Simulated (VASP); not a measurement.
# Mg (P6/mmm) in VASP: notebook, part 2 of 2

VASP 6.6.1.

**4. Single point, LDA (strain -0.030 along x and y, +0.000 along z)**

INCAR

```
PREC = Accurate ; ENCUT = 520
EDIFF = 1E-6 ; ISMEAR = 0
SIGMA = 0.15 ; LREAL = F
LASPH = T ; NELM = 60
ALGO = Normal ; ISIF = 2
LWAVE = F ; LCHARG = F
GGA = CA ; NBANDS = 7
```

KPOINTS

```
Automatic mesh
0
Gamma
  18 18 16
```

POSCAR

```
Mg
1.0
    2.9587908065      0.0000000000      0.0000000000
   -1.4793954033      2.5623880029      0.0000000000
    0.0000000000      0.0000000000      3.0448375700
Mg
1
Direct
    0.0000000000      0.0000000000      0.0000000000
```

Run with:

```
> cat potpaw_LDA.64/Mg/POTCAR > POTCAR
> mpirun -np 1 vasp_std > vasp.out
```

Run time: 44 s. Hardware: 1 thread of AMD EPYC 7R13, shared host; peak memory 0.14 GiB.

Results (log left out):

| Property | Result |
| --- | --- |
| Free energy | -1.5641 eV |
| Pressure | 1.5 GPa |
| Band gap on the k mesh | zero (bands 1 and 2 overlap by 5.55 eV) |

Stress tensor (GPa, compression positive):
```
 2.56  0.00  0.00
 0.00  2.56  0.00
 0.00  0.00 -0.63
```

Levels at points of the mesh, in eV from the Fermi level:
```tsv
k point	band 1	band 2	band 3	band 4	band 5
(0.00, 0.00, 0.00)	-6.88	7.83	8.39	13.22	13.22
(0.50, 0.00, 0.00)	-1.56	-1.03	8.64	9.28	12.71
(0.00, 0.00, 0.50)	-3.29	-2.52	15.22	15.22	17.05
(0.50, 0.00, 0.50)	1.40	2.57	3.09	3.09	12.37
```

Caveat: the cell differs from its parent crystal (strain -0.030 along x and y, +0.000 along z).

**5. Single point, LDA (strain -0.015 along x and y, -0.030 along z)**

INCAR

```
SYSTEM = Mg
ALGO = Normal ; EDIFF = 1E-7
ENCUT = 520 ; GGA = CA
ISIF = 2 ; ISMEAR = 0
LASPH = .TRUE. ; LCHARG = .FALSE.
LREAL = .FALSE. ; LWAVE = .FALSE.
NBANDS = 7 ; NELM = 80
PREC = Accurate ; SIGMA = 0.15
```

KPOINTS

```
k-points
0
G
  18 18 16
  0 0 0
```

POSCAR

```
Mg
1.0
    3.0045453035      0.0000000000      0.0000000000
   -1.5022726518      2.6020125596      0.0000000000
    0.0000000000      0.0000000000      2.9534924429
Mg
1
Direct
    0.0000000000      0.0000000000      0.0000000000
```

Run with:

```
> cat potpaw_LDA.64/Mg/POTCAR > POTCAR
> mpirun -np 1 vasp_std > vasp.out
```

Wall time 42 s (1 thread of AMD EPYC 7R13, shared host); peak memory 0.14 GiB.

The run converged. Its results:

```
Free energy            : -1.5705 eV
Pressure               : 1.0 GPa
Band gap on the k mesh : zero (bands 1 and 2 overlap by 5.63 eV)
```

Stress tensor (GPa, compression positive):
```
0.90 0.00 0.00
0.00 0.90 0.00
0.00 0.00 1.32
```

Levels at points of the mesh, in eV from the Fermi level:
| k point | band 1 | band 2 | band 3 | band 4 | band 5 |
| --- | --- | --- | --- | --- | --- |
| (0.00, 0.00, 0.00) | -6.89 | 8.38 | 9.40 | 12.75 | 12.75 |
| (0.50, 0.00, 0.00) | -1.67 | -1.26 | 8.36 | 8.76 | 13.55 |
| (0.00, 0.00, 0.50) | -2.92 | -2.41 | 15.06 | 15.06 | 16.40 |
| (0.50, 0.00, 0.50) | 1.63 | 2.44 | 3.08 | 3.27 | 12.19 |

Caveat: the cell differs from its parent crystal (strain -0.015 along x and y, -0.030 along z).

**6. Single point, LDA (strain -0.030 along x and y, +0.015 along z)**

INCAR

```
SYSTEM = Mg
ALGO = Fast ; EDIFF = 1E-6
ENCUT = 520 ; ISIF = 2
ISMEAR = 0 ; LASPH = .TRUE.
LCHARG = .FALSE. ; LREAL = .FALSE.
LWAVE = .FALSE. ; NBANDS = 7
NELM = 100 ; PREC = Accurate
SIGMA = 0.15
```

KPOINTS is that of step 5.

POSCAR

```
Mg
1.0
    2.9587908065      0.0000000000      0.0000000000
   -1.4793954033      2.5623880029      0.0000000000
    0.0000000000      0.0000000000      3.0905101335
Mg
1
Direct
    0.0000000000      0.0000000000      0.0000000000
```

Potentials or basis: VASP PAW LDA potentials, release 64 (Mg).

Run with:

```
> cat potpaw_LDA.64/Mg/POTCAR > POTCAR
> mpirun -np 1 vasp_std > vasp.out
```

OUTCAR:

```text
SYSTEM = Mg
   EDIFF = 1E-6
   ENCUT = 520
   ISIF = 2
   ISMEAR = 0
   LASPH = .TRUE.
   LREAL = .FALSE.
   NELM = 100
   PREC = Accurate

 ion  position               nearest neighbor table
   1  0.000  0.000  0.000-

  LATTYP: Found a hexagonal cell.
 ALAT       =     2.9587908065
 C/A-ratio  =     1.0445179587

  Lattice vectors:

 A1 = (   2.9587908065,   0.0000000000,   0.0000000000)
 A2 = (  -1.4793954033,   2.5623880029,   0.0000000000)
 A3 = (   0.0000000000,   0.0000000000,   3.0905101335)

Analysis of symmetry for initial positions (statically):
=====================================================================
 Subroutine PRICEL returns:
 Original cell was already a primitive cell.

 Routine SETGRP: Setting up the symmetry group for a
 hexagonal supercell.

 Subroutine GETGRP returns: Found 24 space group operations
 (whereof 24 operations were pure point group operations)
 out of a pool of 24 trial point group operations.

The static configuration has the point symmetry D_6h.

Analysis of symmetry for dynamics (positions and initial velocities):
=====================================================================
 Subroutine PRICEL returns:
 Original cell was already a primitive cell.

 Routine SETGRP: Setting up the symmetry group for a
 hexagonal supercell.

 Subroutine GETGRP returns: Found 24 space group operations
 (whereof 24 operations were pure point group operations)
 out of a pool of 24 trial point group operations.

The dynamic configuration has the point symmetry D_6h.

 Subroutine INISYM returns: Found 24 space group operations
 (whereof 24 operations are pure point group operations),
 and found     1 'primitive' translations

----------------------------------------------------------------------------------------

[... 109 lines left out ...]
     AMIX     =   0.40;   BMIX     =  1.00
     AMIX_MAG =   1.60;   BMIX_MAG =  1.00
  volume/ion in A,a.u.               =      23.43       158.12
  Fermi-wavevector in a.u.,A,eV,Ry     =   0.720812  1.362136  7.069169  0.519569
  Thomas-Fermi vector in A             =   1.810359
   LORBIT       =      0    0 simple, 1 ext, 2 COOP (PROOUT), +10 PAW based schemes
   GGA     = CA    functional components
   LHFCALC =     F    Hartree Fock is set to
   AEXX    =    0.0000 exact exchange contribution
   IVDW    =     0    specifies the selected vdW correction
   LEPSILON=     F    determine dielectric tensor
   LRPA    =     F    only Hartree local field effects (RPA)
 non-spin polarized calculation
 RMM-DIIS sequential band-by-band and
 Gauss-broadening in eV      SIGMA  =   0.15
  energy-cutoff  :      520.00
  volume of cell :       23.43
 maximum number of plane-waves:       654
 NGX is ok and might be reduce to    24
   NGX = 11   NGY = 11   NGZ = 11

 number of electron       2.0000000 magnetization

 Free energy of the ion-electron system (eV)
  ---------------------------------------------------
  ext. energy  EPLUGINS =         0.00000000
  ---------------------------------------------------
  free energy    TOTEN  =        -1.56192886 eV

  energy without entropy =       -1.55668270  energy(sigma->0) =       -1.55930578

 E-fermi :   2.3188     XC(G=0):  -8.5779

 val. band max:        2.3167246181   @ k =   0.1111   0.1111   0.3750
 cond. band min:       2.3238563046   @ k =   0.5000   0.0000   0.2500
 fundamental gap:      0.0071316865
 Fermi energy:         2.3187686021

 k-point     1 :       0.0000    0.0000    0.0000
  band No.  band energies     occupation
      1      -4.4962      2.00000
      2       9.9199      0.00000
      3      10.3131      0.00000
      4      15.6013      0.00000
      5      15.6013      0.00000
      6      17.0668      0.00000
      7      17.0668      0.00000
[... 221 lines left out ...]
 k-point    24 :       0.3889    0.1111    0.0000
  band No.  band energies     occupation
      1       0.1124      2.00000
      2       2.5755      0.01549
      3       8.3619      0.00000
      4      14.1852      0.00000
      5      14.2197      0.00000
      6      16.5333      0.00000
      7      16.8394      0.00000

 [... further k-points ...]

------------------------ aborting loop because EDIFF is reached ----------------------------------------

  FORCE on cell =-STRESS in cart. coord.  units (eV):
  Direction    XX          YY          ZZ          XY          YZ          ZX
  --------------------------------------------------------------------------------------
  -------------------------------------------------------------------------------------
  Total        0.3589543      0.3589543     -0.2037154     -0.0000000     -0.0000000      0.0000000
  in kB       24.5448542     24.5448542    -13.9298103     -0.0000000     -0.0000000      0.0000000
  external PRESSURE =      11.7199660 kB  Pullay stress =       0.0000000 kB

 VOLUME and BASIS-vectors are now :
 -----------------------------------------------------------------------------
  energy-cutoff  :      520.00
  volume of cell :       23.43
      direct lattice vectors                 reciprocal lattice vectors
     2.958790807  0.000000000  0.000000000     0.337975905  0.195130480  0.000000000
    -1.479395403  2.562388003  0.000000000     0.000000000  0.390260959  0.000000000
     0.000000000  0.000000000  3.090510134     0.000000000  0.000000000  0.323571177

 POSITION                                       TOTAL-FORCE (eV/Angst)
 -----------------------------------------------------------------------------------
      0.00000      0.00000      0.00000        -0.000000      0.000000      0.000000
 -----------------------------------------------------------------------------------
    total drift:                               -0.000000     -0.000000     -0.000000

  FREE ENERGIE OF THE ION-ELECTRON SYSTEM (eV)
  ---------------------------------------------------
  free  energy   TOTEN  =        -1.5619288639 eV

  energy  without entropy=       -1.5566826985  energy(sigma->0) =       -1.55930578
```

Run time: 42 s. Hardware: 1 thread of AMD EPYC 7R13, shared host; peak memory 0.14 GiB.

What came out:

| Property | Result |
| --- | --- |
| Free energy | -1.5619 eV |
| Pressure | 1.2 GPa |
| Band gap on the k mesh | zero (bands 1 and 2 overlap by 5.46 eV) |

Caveat: the cell differs from its parent crystal (strain -0.030 along x and y, +0.015 along z).

**7. Summary**

| cell | gap on the mesh (eV) | pressure (GPa) |
| --- | --- | --- |
| a = 2.959, b = 2.959, c = 2.953 Å, angles 90.0, 90.0, 120.0°, 1 atom | none | 2.3 |
| a = 2.959, b = 2.959, c = 2.999 Å, angles 90.0, 90.0, 120.0°, 1 atom | none | 1.9 |
| a = 2.959, b = 2.959, c = 3.045 Å, angles 90.0, 90.0, 120.0°, 1 atom | none | 1.5 |
| a = 3.005, b = 3.005, c = 2.953 Å, angles 90.0, 90.0, 120.0°, 1 atom | none | 1.0 |
| a = 2.959, b = 2.959, c = 3.091 Å, angles 90.0, 90.0, 120.0°, 1 atom | none | 1.2 |

Alike in all rows: task single point; level LDA; potentials or basis VASP PAW LDA potentials, release 64 (Mg); no spin polarisation; k mesh 18 × 18 × 16; cutoff (eV) 520; smearing gaussian 0.15 eV.

Total energies depend on the potentials used, so only differences within one code and one set of settings carry meaning.
